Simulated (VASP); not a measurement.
# Cd16S16O (a cell with a defect) in VASP: a series of runs

The runs below take Cd16S16O (a cell with a defect) through single point, with PBE0.

Everything below comes from runs of VASP 6.6.1. Logs are shortened: lines on timing, memory, paths and dates and some standing lists are left out, and cuts for length are marked.

**1. The cell of the first run**

The cell holds a defect, 33 atoms: a = 8.328 Å, b = 8.328 Å, c = 13.535 Å, α = 90.00°, β = 90.00°, γ = 120.00°.

**2. Single point, PBE0**

POSCAR reads:

```
Cd16S16O
1.0
    8.3277842500     -0.0000000600      0.0000000000
   -4.1638920700      7.2120727400      0.0000000000
    0.0000000000      0.0000000000     13.5350132800
Cd S O
16 16 1
Direct
    0.3361496500      0.1635609700      0.2631336700
    0.1861822800      0.3798057100      0.0087573900
    0.3221549000      0.1520933800      0.7473272200
    0.1499991500      0.3208916900      0.4980054000
    0.3412421000      0.6690891600      0.2560561500
    0.1621347200      0.8322425000      0.0079437000
    0.3267401300      0.6481914400      0.7478061000
    0.1633695500      0.8224188400      0.5032537100
    0.8354760200      0.1643011000      0.2257737600
    0.6050680100      0.3147998100      0.0031240400
    0.8195267400      0.1180046600      0.7505001200
    0.6689060200      0.3088818300      0.5053900300
    0.8350441600      0.6595778800      0.2563546000
    0.6680303100      0.7854080000      0.0008208700
    0.8275978500      0.6363418200      0.7499820500
    0.6721944900      0.8256393900      0.4940219600
    0.3305738800      0.1594825200      0.4474181600
    0.1832397700      0.3389062800      0.1927750900
    0.2835277300      0.1566508100      0.9311444100
    0.1484589500      0.3153652000      0.6845979500
    0.3325803300      0.6590521000      0.4400658000
    0.1699962700      0.8323777900      0.1916838400
    0.3546226100      0.6956360600      0.9316912800
    0.1606000900      0.8177945600      0.6877983400
    0.8276408000      0.1503862000      0.4180565100
    0.6574296800      0.3321401000      0.1875542300
    0.8391492300      0.2075860900      0.9877672100
    0.6606117300      0.2958416100      0.6927621100
    0.8309185900      0.6441821800      0.4405748100
    0.6695218500      0.8203447600      0.1827733500
    0.8355418000      0.6315627800      0.9348390000
    0.6569788300      0.7931279800      0.6781572900
   -0.1913336400      0.0418231700     -0.0907734200
```

INCAR.step1 reads:

```
PREC = Accurate ; ENCUT = 520
EDIFF = 1E-5 ; ISMEAR = -1
SIGMA = 0.01 ; LREAL = Auto
LASPH = T ; NELM = 120
ALGO = Normal ; ISIF = 2
LWAVE = T ; LCHARG = F
NBANDS = 169 ; GGA = PE
GGA_COMPAT = F
```

INCAR.step2 reads:

```
PREC = Accurate ; ENCUT = 520
EDIFF = 1E-6 ; ISMEAR = -1
SIGMA = 0.01 ; LREAL = Auto
LASPH = T ; NELM = 120
ALGO = Normal ; ISIF = 2
LWAVE = F ; LCHARG = F
GGA = PE ; LHFCALC = T
AEXX = 0.25 ; PRECFOCK = Fast
NBANDS = 169 ; ISTART = 1
GGA_COMPAT = F
```

KPOINTS reads:

```
Automatic mesh
0
Gamma
  1 1 1
```

Potentials or basis: VASP PAW PBE potentials, release 64 (Cd, S, O).

On the command line:

```sh
$ cat potpaw_PBE.64/Cd/POTCAR potpaw_PBE.64/S/POTCAR potpaw_PBE.64/O/POTCAR > POTCAR
$ cp INCAR.step1 INCAR
$ mpirun -np 1 vasp_gam > vasp.out
$ cp INCAR.step2 INCAR
$ mpirun -np 1 vasp_gam > vasp.out
```

OUTCAR:

```text
PREC = Accurate
   ENCUT = 520
   EDIFF = 1E-6
   ISMEAR = -1
   LREAL = Auto
   LASPH = T
   NELM = 120
   ISIF = 2
   GGA = PE
   LHFCALC = T
   AEXX = 0.25
   PRECFOCK = Fast
   ISTART = 1

 ion  position               nearest neighbor table
   1  0.336  0.164  0.263-  17 2.49  26 2.53  18 2.55  22 2.58
   2  0.186  0.380  0.009-  23 2.51  18 2.51  27 2.52  19 2.59  14 3.74
   3  0.322  0.152  0.747-  19 2.51  24 2.54  28 2.56  20 2.57
   4  0.150  0.321  0.498-  20 2.53  17 2.56  21 2.56  25 2.57
   5  0.341  0.669  0.256-  21 2.49  18 2.53  22 2.57  30 2.57
   6  0.162  0.832  0.008-  22 2.49  31 2.57  19 2.58  23 2.60
   7  0.327  0.648  0.748-  23 2.51  20 2.55  24 2.55  32 2.57
   8  0.163  0.822  0.503-  24 2.50  29 2.55  17 2.55  21 2.55
   9  0.835  0.164  0.226-  18 2.55  26 2.55  30 2.55  25 2.60  27 3.24
  10  0.605  0.315  0.003-  19 2.52  26 2.53  27 2.53  31 2.54  14 3.69
  11  0.820  0.118  0.751-  33 2.23  32 2.54  20 2.55  28 2.55  27 3.28
  12  0.669  0.309  0.505-  28 2.54  17 2.57  29 2.57  25 2.58
  13  0.835  0.660  0.256-  29 2.50  26 2.54  30 2.56  22 2.57
  14  0.668  0.785  0.001-  33 2.23  30 2.48  31 2.48  23 2.51  27 3.07  10 3.69   2 3.74
  15  0.828  0.636  0.750-  31 2.50  24 2.55  32 2.55  28 2.58
  16  0.672  0.826  0.494-  32 2.50  21 2.56  25 2.56  29 2.56
  17  0.331  0.159  0.447-   1 2.49   8 2.55   4 2.56  12 2.57
  18  0.183  0.339  0.193-   2 2.51   5 2.53   9 2.55   1 2.55
  19  0.284  0.157  0.931-   3 2.51  10 2.52   6 2.58   2 2.59
  20  0.148  0.315  0.685-   4 2.53  11 2.55   7 2.55   3 2.57
  21  0.333  0.659  0.440-   5 2.49   8 2.55  16 2.56   4 2.56
  22  0.170  0.832  0.192-   6 2.49   5 2.57  13 2.57   1 2.58
  23  0.355  0.696  0.932-   2 2.51  14 2.51   7 2.51   6 2.60
  24  0.161  0.818  0.688-   8 2.50   3 2.54  15 2.55   7 2.55
  25  0.828  0.150  0.418-  16 2.56   4 2.57  12 2.58   9 2.60
  26  0.657  0.332  0.188-  10 2.53   1 2.53  13 2.54   9 2.55
  27  0.839  0.208  0.988-  33 1.66   2 2.52  10 2.53  14 3.07   9 3.24  11 3.28
  28  0.661  0.296  0.693-  12 2.54  11 2.55   3 2.56  15 2.58
  29  0.831  0.644  0.441-  13 2.50   8 2.55  16 2.56  12 2.57
  30  0.670  0.820  0.183-  14 2.48   9 2.55  13 2.56   5 2.57
  31  0.836  0.632  0.935-  14 2.48  15 2.50  10 2.54   6 2.57
  32  0.657  0.793  0.678-  16 2.50  11 2.54  15 2.55   7 2.57
  33  0.809  0.042  0.909-  27 1.66  14 2.23  11 2.23

  LATTYP: Found a hexagonal cell.
 ALAT       =     8.3277842500
 C/A-ratio  =     1.6252838539

  Lattice vectors:

 A1 = (   8.3277842500,  -0.0000000600,   0.0000000000)
 A2 = (  -4.1638920700,   7.2120727400,   0.0000000000)
 A3 = (   0.0000000000,   0.0000000000,  13.5350132800)

Analysis of symmetry for initial positions (statically):
[... 179 lines left out ...]
   EFERMI_NEDOS =   21; number of points for ismear=-14 and -15
   IALGO  =     38    algorithm
   IMIX   =      1    mixing-type and parameters
     AMIX     =   0.40;   BMIX     =  1.00
     AMIX_MAG =   1.60;   BMIX_MAG =  1.00
  volume/ion in A,a.u.               =      24.63       166.24
  Fermi-wavevector in a.u.,A,eV,Ry     =   1.166383  2.204144 18.510037  1.360449
  Thomas-Fermi vector in A             =   2.302897
   LORBIT       =      0    0 simple, 1 ext, 2 COOP (PROOUT), +10 PAW based schemes
   GGA     = PE    functional components
   LHFCALC =     T    Hartree Fock is set to
   PRECFOCK=fast      Normal, Fast or Accurate (Low or Medium for compatibility)
   ENCUT4O =  -1.0   cutoff for four orbital integrals eV
   NKREDX  =     1    reduce k-point grid by
   NKREDY  =     1    reduce k-point grid by
   NKREDZ  =     1    reduce k-point grid by
   AEXX    =    0.2500 exact exchange contribution
   HFSCREEN=    0.0000 screening length (either q_TF or 0.3 A-1)
   HFSCREENC=   0.0000 screening length for correlation (either q_TF or 0.3 A-1)
   ENCUTFOCK=  -1.0 apply spherical cutoff to Coloumb kernel
   IVDW    =     0    specifies the selected vdW correction
   LEPSILON=     F    determine dielectric tensor
   LRPA    =     F    only Hartree local field effects (RPA)
 non-spin polarized calculation
  energy-cutoff  :      520.00
  volume of cell :      812.92
 maximum number of plane-waves:     10946
 NGX is ok and might be reduce to    64
  NGX = 32; NGY = 32; NGZ = 54

 number of electron     294.0000006 magnetization

 Free energy of the ion-electron system (eV)
  ---------------------------------------------------
  ext. energy  EPLUGINS =         0.00000000
  ---------------------------------------------------
  free energy    TOTEN  =      -134.40719188 eV

  energy without entropy =     -134.40719188  energy(sigma->0) =     -134.40719188

 E-fermi :   0.5553     XC(G=0):  -7.1380

 val. band max:        0.2234764026   @ k =   0.0000   0.0000   0.0000
 cond. band min:       3.2118081564   @ k =   0.0000   0.0000   0.0000
 fundamental gap:      2.9883317538
 Fermi energy:         0.5553383053

 k-point     1 :       0.0000    0.0000    0.0000
  band No.  band energies     occupation
      1     -20.9708      2.00000
      2     -13.1991      2.00000
      3     -12.9871      2.00000
      4     -12.9575      2.00000
      5     -12.8540      2.00000
      6     -12.8277      2.00000
[... 151 lines left out ...]
    158       5.7106      0.00000
    159       5.8255      0.00000
 [bands above 159 left out]

------------------------ aborting loop because EDIFF is reached ----------------------------------------

  FORCE on cell =-STRESS in cart. coord.  units (eV):
  Direction    XX          YY          ZZ          XY          YZ          ZX
  --------------------------------------------------------------------------------------
  -------------------------------------------------------------------------------------
  Total       13.9309510     14.9038699      0.4181521      0.1349825      1.7084766      0.1171406
  in kB       27.4563688     29.3738847      0.8241317      0.2660357      3.3672190      0.2308711
  external PRESSURE =      19.2181284 kB  Pullay stress =       0.0000000 kB

 VOLUME and BASIS-vectors are now :
 -----------------------------------------------------------------------------
  energy-cutoff  :      520.00
  volume of cell :      812.92
      direct lattice vectors                 reciprocal lattice vectors
     8.327784250 -0.000000060  0.000000000     0.120079961  0.069328196  0.000000000
    -4.163892070  7.212072740  0.000000000     0.000000001  0.138656395  0.000000000
     0.000000000  0.000000000 13.535013280     0.000000000  0.000000000  0.073882454

 POSITION                                       TOTAL-FORCE (eV/Angst)
 -----------------------------------------------------------------------------------
      2.11833      1.17961      3.56152        -0.000217     -0.000299     -0.029949
     -0.03098      2.73919      0.11853        -0.019604     -0.054196     -0.053453
      2.04954      1.09691     10.11508        -0.008134     -0.004896     -0.044452
     -0.08700      2.31429      6.74051         0.011423      0.004162     -0.033709
      0.05578      4.82552      3.46572        -0.000346     -0.003899     -0.024218
     -2.11514      6.00219      0.10752        -0.012952     -0.005254     -0.067122
[... 25 lines left out ...]
      2.16868      5.72010      9.17887        -0.005282      0.005504      0.050243
      6.56025      0.30163     12.30639        -0.220653      0.445948      0.380290
 -----------------------------------------------------------------------------------
    total drift:                               -0.005419     -0.003042      0.004618

  FREE ENERGIE OF THE ION-ELECTRON SYSTEM (eV)
  ---------------------------------------------------
  free  energy   TOTEN  =      -134.4071918757 eV

  energy  without entropy=     -134.4071918757  energy(sigma->0) =     -134.40719188
```

OSZICAR.step1:

```text
N       E                     dE             d eps       ncg     rms          rms(c)
DAV:   1     0.290557787441E+04    0.29056E+04   -0.16394E+05   346   0.173E+03
DAV:   2     0.154691321605E+03   -0.27509E+04   -0.26596E+04   371   0.446E+02
DAV:   3    -0.998393249206E+02   -0.25453E+03   -0.25127E+03   388   0.125E+02
DAV:   4    -0.108202940516E+03   -0.83636E+01   -0.83065E+01   372   0.197E+01
DAV:   5    -0.108393040628E+03   -0.19010E+00   -0.18988E+00   372   0.296E+00    0.343E+01
DAV:   6    -0.967021992590E+02    0.11691E+02   -0.31733E+01   420   0.219E+01    0.274E+01
DAV:   7    -0.966253648055E+02    0.76834E-01   -0.11698E+01   364   0.763E+00    0.124E+01
DAV:   8    -0.966393587383E+02   -0.13994E-01   -0.22819E+00   420   0.543E+00    0.288E+00
DAV:   9    -0.965670370945E+02    0.72322E-01   -0.75662E-01   436   0.318E+00    0.107E+00
DAV:  10    -0.965732808708E+02   -0.62438E-02   -0.19418E-01   356   0.918E-01    0.684E-01
DAV:  11    -0.965714136264E+02    0.18672E-02   -0.44882E-02   412   0.541E-01    0.309E-01
DAV:  12    -0.965729570934E+02   -0.15435E-02   -0.48519E-03   364   0.166E-01    0.228E-01
DAV:  13    -0.965735610190E+02   -0.60393E-03   -0.42322E-04   388   0.772E-02    0.143E-01
DAV:  14    -0.965740173153E+02   -0.45630E-03   -0.63156E-04   356   0.688E-02    0.571E-02
DAV:  15    -0.965739722057E+02    0.45110E-04   -0.17937E-04   348   0.426E-02    0.197E-02
DAV:  16    -0.965739859342E+02   -0.13728E-04   -0.76036E-05   316   0.177E-02    0.205E-02
DAV:  17    -0.965739882099E+02   -0.22757E-05   -0.32031E-06   196   0.510E-03
   1 F= -.96573988E+02 E0= -.96573988E+02  d E =-.206286E-11
```

Run time: 40 min. Hardware: 1 thread of Intel Xeon 8259CL, shared host; peak memory 0.96 GiB.

What came out:

```
Free energy            : -134.4072 eV
Pressure               : 1.9 GPa
Largest force          : 0.677 eV/Å
Band gap on the k mesh : 2.99 eV
```

Forces on the atoms (eV/Å):
```
Cd   0.000  0.000 -0.030
Cd  -0.020 -0.054 -0.053
Cd  -0.008 -0.005 -0.044
Cd   0.011  0.004 -0.034
Cd   0.000 -0.004 -0.024
Cd  -0.013 -0.005 -0.067
Cd  -0.003  0.010 -0.050
Cd   0.001  0.001 -0.030
Cd  -0.002  0.001  0.014
Cd   0.018  0.002 -0.046
Cd   0.019 -0.030  0.068
Cd  -0.013  0.003 -0.042
Cd   0.001 -0.004 -0.032
Cd   0.008  0.109 -0.106
Cd   0.003  0.007 -0.034
Cd  -0.002 -0.015 -0.033
S    0.002 -0.015  0.009
S   -0.006  0.021  0.016
S    0.073  0.041  0.091
S    0.009  0.001  0.036
S   -0.008  0.001  0.019
S    0.006 -0.002  0.031
S   -0.024 -0.062  0.067
S    0.001 -0.004  0.034
S    0.001  0.000  0.101
S   -0.016 -0.006  0.028
S    0.228 -0.453 -0.449
S   -0.012  0.006  0.019
S    0.003  0.012  0.023
S    0.003 -0.005  0.040
S   -0.034 -0.004  0.051
S   -0.005  0.006  0.050
O   -0.221  0.446  0.380
```

Caveat: the k points lie up to 0.87 Å⁻¹ apart; the PAW data sets were made with another functional, which shifts forces and pressure a little.

**3. Single point, PBE0**

POSCAR reads:

```
Cd16S16O
1.0
    8.3277842500     -0.0000000600      0.0000000000
   -4.1638920700      7.2120727400      0.0000000000
    0.0000000000      0.0000000000     13.5350132800
Cd S O
16 16 1
Direct
    0.3805991900      0.2138058600      0.2666334100
    0.1301139400      0.1980890100      0.0212154000
    0.3446159700      0.1633901500      0.7371510100
    0.1664824600      0.3477767200      0.5214641300
    0.3391387600      0.6655984500      0.2619923900
    0.1131007300      0.7795054800     -0.0066593600
    0.3316305000      0.6855148600      0.7745004600
    0.1535002700      0.8406672300      0.4692053900
    0.8466234500      0.2003426500      0.2505789000
    0.6496692000      0.3039558700     -0.0005346800
    0.8420170100      0.1761758200      0.7578809900
    0.6857174900      0.3641065600      0.4925525800
    0.8653856100      0.7543006100      0.2182980600
    0.6860720000      0.8188627300      0.0003126200
    0.8404343300      0.6757359800      0.7290943100
    0.6660842800      0.8474265500      0.5056179900
    0.3437221600      0.1994487100      0.4547717700
    0.1845158700      0.3401043300      0.1895271800
    0.3352499600      0.1170837500      0.9195102000
    0.1796539200      0.3471973700      0.7053195700
    0.3336897700      0.6640312400      0.4492180500
    0.1940445600      0.8654587400      0.2758564500
    0.3157543000      0.6497018300      0.9586795800
    0.1678777300      0.8312986300      0.6633017600
    0.8453455700      0.1845563700      0.4356970000
    0.6984394800      0.3878389700      0.1800758000
    0.8384504400      0.1599728900      0.9403991400
    0.6805033500      0.3321848400      0.6750991400
    0.8064834500      0.6803130600      0.4162595700
    0.6391045700      0.8755641200      0.1820593200
    0.7672717400      0.6045949200      0.9043474100
    0.6602936100      0.8456317000      0.6907133700
   -0.0222448700     -0.1024949900      0.0729752600
```

INCAR.step1 reads:

```
SYSTEM = Cd16S16O
  PREC = Accurate
  ENCUT = 520
  EDIFF = 1E-5
  ISMEAR = -1
  SIGMA = 0.01
  LREAL = Auto
  LASPH = .TRUE.
  NELM = 120
  ALGO = Normal
  ISIF = 2
  LWAVE = .TRUE.
  LCHARG = .FALSE.
  NBANDS = 169
  GGA = PE
  NELECT = 296.0
  GGA_COMPAT = .FALSE.
```

INCAR.step2 reads:

```
SYSTEM = Cd16S16O
  PREC = Accurate
  ENCUT = 520
  EDIFF = 1E-6
  ISMEAR = -1
  SIGMA = 0.01
  LREAL = Auto
  LASPH = .TRUE.
  NELM = 120
  ALGO = Normal
  ISIF = 2
  LWAVE = .FALSE.
  LCHARG = .FALSE.
  GGA = PE
  LHFCALC = .TRUE.
  AEXX = 0.25
  PRECFOCK = Fast
  NBANDS = 169
  ISTART = 1
  NELECT = 296.0
  GGA_COMPAT = .FALSE.
```

KPOINTS reads:

```
Automatic mesh
0
G
  1 1 1
  0 0 0
```

Potentials or basis: VASP PAW PBE potentials, release 64 (Cd, S, O).

On the command line:

```sh
$ cat potpaw_PBE.64/Cd/POTCAR potpaw_PBE.64/S/POTCAR potpaw_PBE.64/O/POTCAR > POTCAR
$ cp INCAR.step1 INCAR
$ mpirun -np 1 vasp_gam > vasp.out
$ cp INCAR.step2 INCAR
$ mpirun -np 1 vasp_gam > vasp.out
```

It took 38 min on 1 thread of Intel Xeon 8259CL, shared host; peak memory 0.98 GiB.

It converged, with:

| Quantity | Value |
| --- | --- |
| Free energy | -129.1486 eV |
| Largest force | 0.159 eV/Å |

Forces on the atoms (eV/Å):
```
Cd  -0.036 -0.055 -0.014
Cd  -0.025 -0.156  0.014
Cd  -0.006  0.007 -0.016
Cd   0.031  0.022 -0.056
Cd  -0.016  0.034 -0.023
Cd  -0.083  0.058 -0.014
Cd   0.009 -0.032 -0.012
Cd   0.020  0.015 -0.063
Cd   0.004 -0.033 -0.073
Cd   0.011 -0.002 -0.064
Cd   0.005  0.006 -0.018
Cd  -0.031 -0.014 -0.044
Cd   0.035  0.048 -0.122
Cd   0.072  0.049  0.033
Cd  -0.014 -0.019 -0.019
Cd  -0.030 -0.021 -0.066
S    0.017  0.035  0.009
S    0.000  0.007  0.082
S   -0.001  0.054  0.036
S   -0.013 -0.017 -0.013
S    0.027 -0.018  0.033
S    0.021  0.024 -0.073
S   -0.011  0.048 -0.081
S   -0.018 -0.007  0.131
S   -0.013  0.009  0.060
S   -0.007 -0.034  0.036
S   -0.020 -0.010  0.008
S   -0.002  0.015  0.042
S   -0.004 -0.017  0.140
S    0.027  0.004  0.084
S    0.028  0.017  0.079
S    0.024 -0.001  0.027
O   -0.003 -0.016 -0.043
```

Levels at points of the mesh, in eV from the Fermi level:
| k point | band 144 | band 145 | band 146 | band 147 | band 148 | band 149 | band 150 | band 151 | band 152 | band 153 |
| --- | --- | --- | --- | --- | --- | --- | --- | --- | --- | --- |
| (0.00, 0.00, 0.00) | -0.63 | -0.46 | -0.40 | -0.38 | -0.25 | 2.51 | 4.16 | 4.35 | 4.58 | 4.60 |

Caveat: the k points lie up to 0.87 Å⁻¹ apart; the cell carries a net charge on a neutralising background, which shifts energy and pressure; the cell is charged against a uniform background, so pressure and absolute levels hang on convention; the PAW data sets were made with another functional, which shifts forces and pressure a little.
